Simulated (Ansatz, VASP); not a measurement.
**SiC: VASP beside Ansatz**

POSCAR

```
SiC
1.0
   -3.0759982064      0.0000000000      0.0000000000
   -1.5379991032     -2.6638925888      0.0000000000
   -3.0761520063     -1.7760171889     10.0960000000
Si C
4 4
Direct
   -0.1025217917     -0.1025217917      0.6537500000
    0.2308282083      0.2308282083      0.1537500000
    0.0641365417      0.0641365417      0.9037500000
    0.3974865417      0.3974865417      0.4037500000
   -0.2308615417     -0.2308615417      0.8462500000
    0.1024884583      0.1024884583      0.3462500000
    0.6024967917      0.6024967917      0.0962500000
    0.2691467917      0.2691467917      0.5962500000
```

The input INCAR.step1:

```
PREC = Accurate ; ENCUT = 520
ISMEAR = 0 ; SIGMA = 0.05
LREAL = False ; LASPH = True
NELM = 100 ; NBANDS = 26
GGA = PE ; ALGO = Normal
EDIFF = 1E-4 ; LWAVE = True
LCHARG = False
```

File INCAR.step2:

```
PREC = Accurate ; ENCUT = 520
EDIFF = 1E-6 ; ISMEAR = 0
SIGMA = 0.05 ; LREAL = False
LASPH = True ; NELM = 100
ALGO = Normal ; ISIF = 2
LWAVE = False ; LCHARG = False
METAGGA = R2SCAN ; LMIXTAU = True
NBANDS = 26 ; ISTART = 1
```

The input KPOINTS:

```
regular mesh
0
Gamma
  8 8 3
```

Input for Ansatz:

```yaml
crystal:
  lattice:
    - [-3.0759982064, 0.0, 0.0]
    - [-1.5379991032, -2.6638925888, 0.0]
    - [-3.0761520063, -1.7760171889, 10.096]
  atoms:
    - { symbol: Si, position: [-0.1025217917, -0.1025217917, 0.65375] }
    - { symbol: Si, position: [0.2308282083, 0.2308282083, 0.15375] }
    - { symbol: Si, position: [0.0641365417, 0.0641365417, 0.90375] }
    - { symbol: Si, position: [0.3974865417, 0.3974865417, 0.40375] }
    - { symbol: C, position: [-0.2308615417, -0.2308615417, 0.84625] }
    - { symbol: C, position: [0.1024884583, 0.1024884583, 0.34625] }
    - { symbol: C, position: [0.6024967917, 0.6024967917, 0.09625] }
    - { symbol: C, position: [0.2691467917, 0.2691467917, 0.59625] }
basis:
  ecutwfc: 500
kpoints:
  mp_grid: { grid: [8, 8, 3] }
hamiltonian:
  xc: r2scan
scf:
  occupations: { method: gaussian, width: 0.05 }
output:
  forces: true
  stress: true
  eigenvalues: true
  write_density: true
  write_potential: true
  elf: true
  volumetric_format: npy
```

Alike in both runs: task single point; functional r2SCAN; k mesh 8 × 8 × 3; occupations gaussian, width 0.05 eV; no spin polarisation.

|  | VASP | Ansatz |
| --- | --- | --- |
| version | VASP 6.6.1 | Ansatz 0.2.0 |
| potentials or method | VASP PAW PBE potentials, release 64 (Si, C), cutoff 520 eV | scalar-relativistic, plane waves, PAW |
| valence electrons in the cell | 32 | 32 |

Ansatz gave:

| Item | Value |
| --- | --- |
| gap on the k mesh at the Fermi level (eV) | 0.67 |
| least direct gap on the mesh (eV) | 1.31 |
| pressure (GPa) | 0.9 |
| traceless stress, the component that is largest in VASP (GPa) | 10.90 |
| rms of the force components (eV/Å) | 0.586 |

Task: Which values does VASP return?

Result: gap on the k mesh at the Fermi level (eV): 0.66; least direct gap on the mesh (eV): 1.30; pressure (GPa): 0.8; traceless stress, the component that is largest in VASP (GPa): 10.91; rms of the force components (eV/Å): 0.585.

VASP's potentials were made for PBE, not for r2SCAN. Atom by atom the forces differ by 0.007 eV/Å (rms over components).
